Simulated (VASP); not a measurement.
Wanted: the native input for a VASP 6.6.1 run.

* Task: single point
* Functional: PBEsol
* Potentials or basis: VASP PAW PBE potentials, release 64 (Al, N)
* Cutoff: 520 eV
* k mesh: 6 × 6 × 6
* Occupations: gaussian, width 0.05 eV
* Spin: no spin polarisation
* Dipole correction: no
* Further INCAR settings: ALGO = Normal; EDIFF = 1e-07; NBANDS = 26

The structure of AlN lies in POSCAR:

```
AlN
1.0
    4.3771405283      0.0000000000      0.0000000000
    0.0000000000     -4.3771405283      0.0000000000
    0.0000000000      0.0000000000     -4.3771405283
Al N
4 4
Direct
    0.0000000000      0.0575718322      0.0000000000
    0.5000000000      0.5000000000      0.0000000000
    0.5000000000      0.0000000000      0.5000000000
    0.0000000000      0.5000000000      0.5000000000
    0.7500000000      0.7500000000      0.7500000000
    0.2500000000      0.2500000000      0.7500000000
    0.2500000000      0.7500000000      0.2500000000
    0.7500000000      0.2500000000      0.2500000000
```

This cell differs from its parent crystal: atom 1 (Al) moved by +0.000 Å along [1 1 0] and -0.252 Å along [0 0 1].

One way to write it, as run:

INCAR

```
ALGO = Normal ; EDIFF = 1E-7
ENCUT = 520 ; GGA = PS
ISIF = 2 ; ISMEAR = 0
LASPH = T ; LCHARG = T
LELF = T ; LREAL = F
LVHAR = T ; LWAVE = F
NBANDS = 26 ; NELM = 80
PREC = Accurate ; SIGMA = 0.05
```

KPOINTS

```
k-points
0
Gamma
  6 6 6
```

Potentials or basis: VASP PAW PBE potentials, release 64 (Al, N).

The run is started by

```console
$ cat potpaw_PBE.64/Al/POTCAR potpaw_PBE.64/N/POTCAR > POTCAR
$ mpirun -np 1 vasp_std > vasp.out
```

It gave:

```json
{
 "Pressure": "2.2 GPa",
 "Largest force": "4.985 eV/Å",
 "Band gap on the k mesh": "2.28 eV"
}
```

Caveat: the cell differs from its parent crystal (atom 1 (Al) moved by +0.000 Å along [1 1 0] and -0.252 Å along [0 0 1]); the PAW data sets were made with another functional, which shifts forces and pressure a little.

Wall time 53 s on 1 thread of Intel(R) Xeon(R) 6975P-C (Granite Rapids), with other jobs on the host, peak memory 0.24 GiB.
